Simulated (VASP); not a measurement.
# CdTe: single point with HF

Crystal: CdTe.

```xyz
2
Lattice="0.0000 3.2447 3.2447 3.2447 0.0000 3.2447 3.2447 3.2447 0.0000" Properties=species:S:1:pos:R:3 pbc="T T T"
Cd    0.0000    0.0000    0.0000
Te    1.6223    1.6223    1.6223
```

| Item | Value |
| --- | --- |
| Program | VASP 6.6.1 |
| Task | single point |
| Functional | HF |
| Potentials or basis | VASP PAW PBE potentials, release 64 (Cd, Te) |
| Cutoff | 520 eV |
| k mesh | 4 × 4 × 4 |
| Occupations | gaussian, width 0.01 eV |
| Spin | no spin polarisation |

The pressure is 3.9 GPa and the band gap on the k mesh is 6.72 eV.

Levels at points of the mesh, in eV from the valence-band top:
| k point | band 5 | band 6 | band 7 | band 8 | band 9 | band 10 | band 11 | band 12 | band 13 | band 14 |
| --- | --- | --- | --- | --- | --- | --- | --- | --- | --- | --- |
| (0.00, 0.00, 0.00) | -12.97 | -12.97 | 0.00 | 0.00 | 0.00 | 6.72 | 11.61 | 11.61 | 11.61 | 15.17 |
| (0.50, 0.00, 0.00) | -12.97 | -12.02 | -5.52 | -0.95 | -0.95 | 8.13 | 12.10 | 12.10 | 13.90 | 16.46 |
| (0.50, 0.50, 0.00) | -12.95 | -11.65 | -5.29 | -2.33 | -2.33 | 8.49 | 9.33 | 16.01 | 16.79 | 17.46 |

Wall time 21 min on 1 thread of Intel(R) Xeon(R) Platinum 8259CL CPU @ 2.50GHz (Skylake/Cascade Lake) (shared host), peak memory 0.22 GiB.

Caveat: the cell stands under pressure; the PAW data sets were made with another functional, which shifts forces and pressure a little; spin-orbit coupling is left out, which moves the levels of the heavy elements.
